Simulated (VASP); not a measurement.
Crystal: LiMg2.

```xyz
6
Lattice="3.1225 0.0000 0.0000 -1.5612 2.7041 0.0000 0.0000 0.0000 15.2354" Properties=species:S:1:pos:R:3 pbc="T T T"
Li    1.5612    0.9014   10.1588
Li    1.5612    0.9014    5.0766
Mg    1.5612    0.9014    0.0000
Mg    0.0000    0.0000   12.6312
Mg    0.0000    0.0000    7.6177
Mg    0.0000    0.0000    2.6042
```

```yaml
Program: VASP 6.6.1
Task: relaxation of volume and atoms at fixed shape
Functional: LDA
Potentials_or_basis: VASP PAW LDA potentials, release 64 (Li_sv, Mg)
Cutoff: 600 eV
k_mesh: 8 × 8 × 2
Occupations: fermi-dirac, width 0.1 eV
Spin: no spin polarisation
```

At the start: pressure -1.5 GPa; volume 21.44 Å³/atom.

Task: How do energy, volume and symmetry change on relaxing?

Result: Over 3 steps the energy falls by 5.1 meV/atom and the volume is 20.41 Å³/atom (-4.8 %); space group P-6m2 (No. 187, to 0.05 Å).

Step by step:
```
step  energy change (eV)  largest force (eV/Å)  pressure (GPa)  volume (Å³)
   1              0.0000                0.0475           -1.47       128.64
   2             -0.0247                0.0202           -0.67       125.01
   3             -0.0305                0.0024           -0.03       122.43
```

Final structure:
```
CELL_PARAMETERS angstrom
3.07142 0.00000 0.00000
-1.53571 2.65993 0.00000
0.00000 0.00000 14.98632
ATOMIC_POSITIONS crystal
Li 0.66667 0.33333 0.66681
Li 0.66667 0.33333 0.33319
Mg 0.66667 0.33333 0.00000
Mg 0.00000 0.00000 0.82933
Mg 0.00000 0.00000 0.50000
Mg 0.00000 0.00000 0.17067
```

Caveat: the cutoff is under 1.25 times the usual one of these potentials, so pressure, stress and relaxed cells hold a basis-set (Pulay) error.
